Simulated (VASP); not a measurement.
# KF (Carobbiite) (Fm-3m) in VASP: a series of runs, part 2 of 2

VASP 6.6.1. Earlier steps stand in the parts before.

### 4 Single point, r2SCAN

Input file POSCAR:

```
KF
1.0
    0.0000000000      2.6718500000      2.6718500000
    2.6718500000      0.0000000000      2.6718500000
    2.6718500000      2.6718500000      0.0000000000
K F
1 1
Direct
    0.0000000000      0.0000000000      0.0000000000
    0.5000000000      0.5000000000      0.5000000000
```

Input file INCAR.step1:

```
SYSTEM = KF
PREC     = Accurate       ! precision mode
ENCUT    = 520            ! plane-wave cutoff, eV
ISMEAR   = 0              ! smearing method
SIGMA    = 0.1            ! smearing width, eV
LREAL    = .FALSE.        ! projectors in reciprocal space
LASPH    = .TRUE.         ! aspherical terms in the spheres
NELM     = 80             ! most SCF steps
NBANDS   = 15             ! bands
GGA      = PE             ! functional
ALGO     = Normal         ! electronic algorithm
EDIFF    = 1E-4           ! SCF threshold, eV
LWAVE    = .TRUE.         ! write WAVECAR
LCHARG   = .FALSE.        ! write CHGCAR
```

Input file INCAR.step2:

```
SYSTEM = KF
PREC     = Accurate       ! precision mode
ENCUT    = 520            ! plane-wave cutoff, eV
EDIFF    = 1E-6           ! SCF threshold, eV
ISMEAR   = 0              ! smearing method
SIGMA    = 0.1            ! smearing width, eV
LREAL    = .FALSE.        ! projectors in reciprocal space
LASPH    = .TRUE.         ! aspherical terms in the spheres
NELM     = 80             ! most SCF steps
ALGO     = Normal         ! electronic algorithm
ISIF     = 2              ! what is computed and relaxed
LWAVE    = .FALSE.        ! write WAVECAR
LCHARG   = .TRUE.         ! write CHGCAR
METAGGA  = R2SCAN         ! meta-GGA
LMIXTAU  = .TRUE.       
LELF     = .TRUE.         ! ELF
LVHAR    = .TRUE.       
NBANDS   = 15             ! bands
ISTART   = 1
```

Input file KPOINTS:

```
regular mesh
0
G
  10 10 10
  0 0 0
```

Potentials or basis: VASP PAW PBE potentials, release 64 (K_sv, F).

The run is started by

```console
$ cat potpaw_PBE.64/K_sv/POTCAR potpaw_PBE.64/F/POTCAR > POTCAR
$ cp INCAR.step1 INCAR
$ mpirun -np 1 vasp_std > vasp.out
$ cp INCAR.step2 INCAR
$ mpirun -np 1 vasp_std > vasp.out
```

OUTCAR:

```text
SYSTEM = KF
   PREC = Accurate
   ENCUT = 520
   EDIFF = 1E-6
   ISMEAR = 0
   LREAL = .FALSE.
   LASPH = .TRUE.
   NELM = 80
   ISIF = 2
   METAGGA = R2SCAN
   ISTART = 1

 ion  position               nearest neighbor table
   1  0.000  0.000  0.000-   2 2.67   2 2.67   2 2.67   2 2.67   2 2.67   2 2.67
   2  0.500  0.500  0.500-   1 2.67   1 2.67   1 2.67   1 2.67   1 2.67   1 2.67

  LATTYP: Found a face centered cubic cell.
 ALAT       =     5.3437000000

  Lattice vectors:

 A1 = (   0.0000000000,   2.6718500000,   2.6718500000)
 A2 = (   2.6718500000,   0.0000000000,   2.6718500000)
 A3 = (   2.6718500000,   2.6718500000,   0.0000000000)
[... 610 lines left out ...]
     13      11.0131      0.00000
     14      11.1971      0.00000
     15      15.0096      0.00000

 [... further k-points ...]
[... 5 lines left out ...]
  --------------------------------------------------------------------------------------
  -------------------------------------------------------------------------------------
  Total       -0.1273692     -0.1273692     -0.1273692      0.0000000     -0.0000000      0.0000000
  in kB       -5.3494445     -5.3494445     -5.3494445      0.0000000     -0.0000000      0.0000000
  external PRESSURE =      -5.3494445 kB  Pullay stress =       0.0000000 kB

 VOLUME and BASIS-vectors are now :
 -----------------------------------------------------------------------------
  energy-cutoff  :      520.00
  volume of cell :       38.15
      direct lattice vectors                 reciprocal lattice vectors
     0.000000000  2.671850000  2.671850000    -0.187136254  0.187136254  0.187136254
     2.671850000  0.000000000  2.671850000     0.187136254 -0.187136254  0.187136254
     2.671850000  2.671850000  0.000000000     0.187136254  0.187136254 -0.187136254

 POSITION                                       TOTAL-FORCE (eV/Angst)
 -----------------------------------------------------------------------------------
      0.00000      0.00000      0.00000        -0.000000     -0.000000      0.000000
      2.67185      2.67185      2.67185         0.000000      0.000000     -0.000000
 -----------------------------------------------------------------------------------
    total drift:                                0.000000      0.000000      0.000000

  FREE ENERGIE OF THE ION-ELECTRON SYSTEM (eV)
  ---------------------------------------------------
  free  energy   TOTEN  =       -14.9727243554 eV

  energy  without entropy=      -14.9727243554  energy(sigma->0) =      -14.97272436
```

Run time: 88 s. Hardware: 1 thread of Intel Xeon Platinum 8559C (Emerald Rapids), shared host; peak memory 0.17 GiB.

What came out:

```yaml
Free_energy: -14.9727 eV
Pressure: -0.5 GPa
Band_gap_on_the_k_mesh: 6.83 eV, direct
```

Caveat: the PAW data sets were made with another functional, which shifts forces and pressure a little.

### 5 Single point, r2SCAN

POSCAR is that of step 4.

Input file INCAR.step1:

```
SYSTEM = KF
  PREC = Accurate
  ENCUT = 520
  ISMEAR = 0
  SIGMA = 0.1
  LREAL = .FALSE.
  LASPH = .TRUE.
  NELM = 80
  NBANDS = 15
  GGA = PE
  ALGO = Normal
  EDIFF = 1E-4
  LWAVE = .TRUE.
  LCHARG = .FALSE.
```

Input file INCAR.step2:

```
SYSTEM = KF
  PREC = Accurate
  ENCUT = 520
  EDIFF = 1E-6
  ISMEAR = 0
  SIGMA = 0.1
  LREAL = .FALSE.
  LASPH = .TRUE.
  NELM = 80
  ALGO = Normal
  ISIF = 2
  LWAVE = .FALSE.
  LCHARG = .FALSE.
  METAGGA = R2SCAN
  LMIXTAU = .TRUE.
  NBANDS = 15
  ISTART = 1
```

Input file KPOINTS:

```
regular mesh
0
G
  12 12 12
  0 0 0
```

Potentials or basis: VASP PAW PBE potentials, release 64 (K_sv, F).

The run is started by

```console
$ cat potpaw_PBE.64/K_sv/POTCAR potpaw_PBE.64/F/POTCAR > POTCAR
$ cp INCAR.step1 INCAR
$ mpirun -np 1 vasp_std > vasp.out
$ cp INCAR.step2 INCAR
$ mpirun -np 1 vasp_std > vasp.out
```

OUTCAR:

```text
SYSTEM = KF
   PREC = Accurate
   ENCUT = 520
   EDIFF = 1E-6
   ISMEAR = 0
   LREAL = .FALSE.
   LASPH = .TRUE.
   NELM = 80
   ISIF = 2
   METAGGA = R2SCAN
   ISTART = 1

 ion  position               nearest neighbor table
   1  0.000  0.000  0.000-   2 2.67   2 2.67   2 2.67   2 2.67   2 2.67   2 2.67
   2  0.500  0.500  0.500-   1 2.67   1 2.67   1 2.67   1 2.67   1 2.67   1 2.67

  LATTYP: Found a face centered cubic cell.
 ALAT       =     5.3437000000

  Lattice vectors:

 A1 = (   0.0000000000,   2.6718500000,   2.6718500000)
 A2 = (   2.6718500000,   0.0000000000,   2.6718500000)
 A3 = (   2.6718500000,   2.6718500000,   0.0000000000)

Analysis of symmetry for initial positions (statically):
=====================================================================
 Subroutine PRICEL returns:
 Original cell was already a primitive cell.

 Routine SETGRP: Setting up the symmetry group for a
 face centered cubic supercell.

 Subroutine GETGRP returns: Found 48 space group operations
[... 9 lines left out ...]

 Routine SETGRP: Setting up the symmetry group for a
 face centered cubic supercell.

 Subroutine GETGRP returns: Found 48 space group operations
[... 11 lines left out ...]
                                     Primitive cell

  volume of cell :      38.1475

  direct lattice vectors                    reciprocal lattice vectors
     0.000000000  2.671850000  2.671850000    -0.187136254  0.187136254  0.187136254
     2.671850000  0.000000000  2.671850000     0.187136254 -0.187136254  0.187136254
     2.671850000  2.671850000  0.000000000     0.187136254  0.187136254 -0.187136254

  length of vectors
     3.778566507  3.778566507  3.778566507     0.324129500  0.324129500  0.324129500

  position of ions in fractional coordinates (direct lattice)
     0.000000000  0.000000000  0.000000000
     0.500000000  0.500000000  0.500000000

  ion indices of the primitive-cell ions
   primitive index   ion index
                 1           1
                 2           2

----------------------------------------------------------------------------------------

 KPOINTS: regular mesh

Automatic generation of k-mesh.
 Grid dimensions read from file:
 generate k-points for:   12   12   12

 Generating k-lattice:

  Cartesian coordinates                     Fractional coordinates (reciprocal lattice)
    -0.015594688  0.015594688  0.015594688     0.083333333  0.000000000  0.000000000
     0.015594688 -0.015594688  0.015594688     0.000000000  0.083333333  0.000000000
     0.015594688  0.015594688 -0.015594688     0.000000000  0.000000000  0.083333333

  Length of vectors
     0.027010792  0.027010792  0.027010792

  Shift w.r.t. Gamma in fractional coordinates (k-lattice)
     0.000000000  0.000000000  0.000000000

 Subroutine IBZKPT returns following result:
 ===========================================

 Found     72 irreducible k-points:

 Following reciprocal coordinates:
            Coordinates               Weight
  0.000000  0.000000  0.000000      1.000000
  0.083333  0.000000  0.000000      8.000000
  0.166667  0.000000  0.000000      8.000000
  0.250000  0.000000  0.000000      8.000000
  0.333333  0.000000  0.000000      8.000000
  0.416667  0.000000  0.000000      8.000000
[... 16 lines left out ...]
  0.500000  0.166667  0.000000     24.000000
 -0.416667  0.166667  0.000000     24.000000
 [... further k-points ...]
   k-points           NKPTS =     72   k-points in BZ     NKDIM =     72   number of bands    NBANDS=     15
   number of dos      NEDOS =    301   number of ions     NIONS =      2
   total plane-waves  NPLWV =  21952
   dimension x,y,z NGX =    28 NGY =   28 NGZ =   28
   dimension x,y,z NGXF=    56 NGYF=   56 NGZF=   56
   ions per type =               1   1
   NGX,Y,Z   is equivalent  to a cutoff of  12.32, 12.32, 12.32 a.u.
   NGXF,Y,Z  is equivalent  to a cutoff of  24.64, 24.64, 24.64 a.u.
 SYSTEM =  KF
   PREC   = accura    normal or accurate (medium, high low for compatibility)
   ISTART =      1    job   : 0-new  1-cont  2-samecut
   ICHARG =      0    charge: 1-file 2-atom 10-const
   ISPIN  =      1    spin polarized calculation?
   LNONCOLLINEAR =      F non collinear calculations
   LSORBIT =      F    spin-orbit coupling
   LASPH  =      T    aspherical Exc in radial PAW
   ENCUT  =  520.0 eV  38.22 Ry    6.18 a.u.   7.03  7.03  7.03*2*pi/ulx,y,z
   NELM   =     80;   NELMIN=  2; NELMDL=  0     # of ELM steps
   EDIFF  = 0.1E-05   stopping-criterion for ELM
   LREAL  =      F    real-space projection
   EDIFFG = 0.1E-04   stopping-criterion for IOM
   NSW    =      0    number of steps for IOM
   IBRION =     -1    ionic relax: 0-MD 1-quasi-New 2-CG
   NFREE  =      0    steps in history (QN), initial steepest desc. (CG)
   ISIF   =      2    stress and relaxation
   ISYM   =      2    0-nonsym 1-usesym 2-fastsym
   POTIM  = 0.5000    time-step for ionic-motion
   TEBEG  =    0.0;   TEEND  =   0.0 temperature during run
   PSTRESS=    0.0 pullay stress
   NELECT =      16.0000    total number of electrons
   NUPDOWN=      -1.0000    fix difference up-down
   EMIN   =  10.00;   EMAX   =-10.00  energy-range for DOS
   EFERMI =   0.00;   METHOD = LEGACY
   ISMEAR =     0;   SIGMA  =   0.10  broadening in eV -4-tet -1-fermi 0-gaus
   EFERMI_NEDOS =   21; number of points for ismear=-14 and -15
   IALGO  =     38    algorithm
   IMIX   =      4    mixing-type and parameters
     AMIX     =   0.40;   BMIX     =  1.00
     AMIX_MAG =   1.60;   BMIX_MAG =  1.00
  volume/ion in A,a.u.               =      19.07       128.72
  Fermi-wavevector in a.u.,A,eV,Ry     =   1.225442  2.315750 20.431978  1.501708
  Thomas-Fermi vector in A             =   2.360480
   LORBIT       =      0    0 simple, 1 ext, 2 COOP (PROOUT), +10 PAW based schemes
   METAGGA = R2SCAN    functional components
   LHFCALC =     F    Hartree Fock is set to
   AEXX    =    0.0000 exact exchange contribution
   IVDW    =     0    specifies the selected vdW correction
   LEPSILON=     F    determine dielectric tensor
   LRPA    =     F    only Hartree local field effects (RPA)
 non-spin polarized calculation
 Gauss-broadening in eV      SIGMA  =   0.10
  energy-cutoff  :      520.00
  volume of cell :       38.15
 maximum number of plane-waves:      1038
   NGX = 13   NGY = 13   NGZ = 13

 number of electron      16.0000002 magnetization

 Free energy of the ion-electron system (eV)
  ---------------------------------------------------
  ext. energy  EPLUGINS =         0.00000000
  ---------------------------------------------------
  free energy    TOTEN  =       -14.97273654 eV

  energy without entropy =      -14.97273654  energy(sigma->0) =      -14.97273654

 E-fermi :  -2.8078     XC(G=0):  -8.8986

 val. band max:       -3.3496003004   @ k =   0.0000   0.0000   0.0000
 cond. band min:       3.4799991124   @ k =   0.0000   0.0000   0.0000
 fundamental gap:      6.8295994128
 Fermi energy:        -2.8078151506

 k-point     1 :       0.0000    0.0000    0.0000
  band No.  band energies     occupation
      1     -30.4733      2.00000
      2     -23.1384      2.00000
      3     -12.9589      2.00000
      4     -12.9588      2.00000
      5     -12.9588      2.00000
      6      -3.3496      2.00000
      7      -3.3496      2.00000
      8      -3.3496      2.00000
      9       3.4800      0.00000
     10       8.1034      0.00000
     11       8.1034      0.00000
     12       8.1034      0.00000
     13       9.9643      0.00000
     14       9.9643      0.00000
     15      13.8399      0.00000
[... 397 lines left out ...]
 k-point    24 :      -0.4167    0.1667    0.0000
  band No.  band energies     occupation
      1     -30.3717      2.00000
      2     -23.2123      2.00000
      3     -13.2566      2.00000
      4     -13.1043      2.00000
      5     -13.0190      2.00000
      6      -3.9766      2.00000
      7      -3.6589      2.00000
      8      -3.6093      2.00000
      9       6.5261      0.00000
     10       7.5446      0.00000
     11       9.3847      0.00000
     12       9.9211      0.00000
     13      11.6261      0.00000
     14      12.3557      0.00000
     15      13.3534      0.00000

 [... further k-points ...]
[... 5 lines left out ...]
  --------------------------------------------------------------------------------------
  -------------------------------------------------------------------------------------
  Total       -0.1274495     -0.1274495     -0.1274495     -0.0000000      0.0000000     -0.0000000
  in kB       -5.3528171     -5.3528171     -5.3528171     -0.0000000      0.0000000     -0.0000000
  external PRESSURE =      -5.3528171 kB  Pullay stress =       0.0000000 kB

 VOLUME and BASIS-vectors are now :
 -----------------------------------------------------------------------------
  energy-cutoff  :      520.00
  volume of cell :       38.15
      direct lattice vectors                 reciprocal lattice vectors
     0.000000000  2.671850000  2.671850000    -0.187136254  0.187136254  0.187136254
     2.671850000  0.000000000  2.671850000     0.187136254 -0.187136254  0.187136254
     2.671850000  2.671850000  0.000000000     0.187136254  0.187136254 -0.187136254

 POSITION                                       TOTAL-FORCE (eV/Angst)
 -----------------------------------------------------------------------------------
      0.00000      0.00000      0.00000         0.000000     -0.000000     -0.000000
      2.67185      2.67185      2.67185        -0.000000      0.000000      0.000000
 -----------------------------------------------------------------------------------
    total drift:                                0.000000      0.000000      0.000000

  FREE ENERGIE OF THE ION-ELECTRON SYSTEM (eV)
  ---------------------------------------------------
  free  energy   TOTEN  =       -14.9727365359 eV

  energy  without entropy=      -14.9727365359  energy(sigma->0) =      -14.97273654
```

Wall time 2 min (1 thread of Intel Xeon Platinum 8559C (Emerald Rapids), shared host); peak memory 0.18 GiB.

What came out:

```yaml
Free_energy: -14.9727 eV
Pressure: -0.5 GPa
Band_gap_on_the_k_mesh: 6.83 eV, direct
```

Levels at points of the mesh, in eV from the valence-band top:
| k point | band 4 | band 5 | band 6 | band 7 | band 8 | band 9 | band 10 | band 11 | band 12 | band 13 |
| --- | --- | --- | --- | --- | --- | --- | --- | --- | --- | --- |
| (0.00, 0.00, 0.00) | -9.61 | -9.61 | 0.00 | 0.00 | 0.00 | 6.83 | 11.45 | 11.45 | 11.45 | 13.31 |
| (0.50, 0.00, 0.00) | -9.64 | -9.64 | -0.76 | -0.34 | -0.34 | 9.68 | 11.25 | 12.92 | 12.92 | 15.28 |
| (0.50, 0.50, 0.00) | -9.82 | -9.82 | -0.20 | -0.05 | -0.05 | 8.76 | 11.22 | 12.42 | 14.63 | 15.13 |

Caveat: the PAW data sets were made with another functional, which shifts forces and pressure a little.

### 6 Single point, r2SCAN

POSCAR is that of step 5.

Input file INCAR.step1:

```
PREC = Accurate
ENCUT = 520
ISMEAR = 0
SIGMA = 0.1
LREAL = F
LASPH = T
NELM = 80
NBANDS = 15
GGA = PE
ALGO = Normal
EDIFF = 1E-4
LWAVE = T
LCHARG = F
```

Input file INCAR.step2:

```
PREC = Accurate
ENCUT = 520
EDIFF = 1E-6
ISMEAR = 0
SIGMA = 0.1
LREAL = F
LASPH = T
NELM = 80
ALGO = Normal
ISIF = 2
LWAVE = F
LCHARG = F
METAGGA = R2SCAN
LMIXTAU = T
NBANDS = 15
ISTART = 1
```

Input file KPOINTS:

```
Automatic mesh
0
Gamma
  14 14 14
```

Potentials or basis: VASP PAW PBE potentials, release 64 (K_sv, F).

The run is started by

```console
$ cat potpaw_PBE.64/K_sv/POTCAR potpaw_PBE.64/F/POTCAR > POTCAR
$ cp INCAR.step1 INCAR
$ mpirun -np 1 vasp_std > vasp.out
$ cp INCAR.step2 INCAR
$ mpirun -np 1 vasp_std > vasp.out
```

Run time: 2.4 min. Hardware: 1 thread of Intel Xeon Platinum 8559C (Emerald Rapids), shared host; peak memory 0.2 GiB.

It converged, with:

| Quantity | Value |
| --- | --- |
| Free energy | -14.9728 eV |
| Pressure | -0.5 GPa |
| Band gap on the k mesh | 6.83 eV, direct |

Levels at points of the mesh, in eV from the valence-band top:
```tsv
k point	band 4	band 5	band 6	band 7	band 8	band 9	band 10	band 11	band 12	band 13
(0.00, 0.00, 0.00)	-9.61	-9.61	0.00	0.00	0.00	6.83	11.45	11.45	11.45	13.31
(0.50, 0.00, 0.00)	-9.64	-9.64	-0.76	-0.34	-0.34	9.68	11.25	12.92	12.92	15.28
(0.50, 0.50, 0.00)	-9.82	-9.82	-0.20	-0.05	-0.05	8.76	11.22	12.42	14.63	15.13
```

Caveat: the PAW data sets were made with another functional, which shifts forces and pressure a little. A k mesh can miss the band edges.

### 7 Overview

| k mesh | smearing | gap on the mesh (eV) | pressure (GPa) |
| --- | --- | --- | --- |
| 7 × 7 × 7 | methfessel-paxton 0.05 eV | 6.83 | -0.5 |
| 8 × 8 × 8 | gaussian 0.1 eV | 6.83 | -0.5 |
| 10 × 10 × 10 | gaussian 0.1 eV | 6.83 | -0.5 |
| 12 × 12 × 12 | gaussian 0.1 eV | 6.83 | -0.5 |
| 14 × 14 × 14 | gaussian 0.1 eV | 6.83 | -0.5 |

Alike in all rows: task single point; level r2SCAN; potentials or basis VASP PAW PBE potentials, release 64 (K_sv, F); no spin polarisation; cell as given; cutoff (eV) 520.

On the cell as given the gap runs from 6.83 eV (r2SCAN) to 6.83 eV (r2SCAN); the meshes differ, which moves gaps too.

Caveats: the PAW data sets were made with another functional, which shifts forces and pressure a little.

Absolute energies hang on the potentials; compare differences alone.
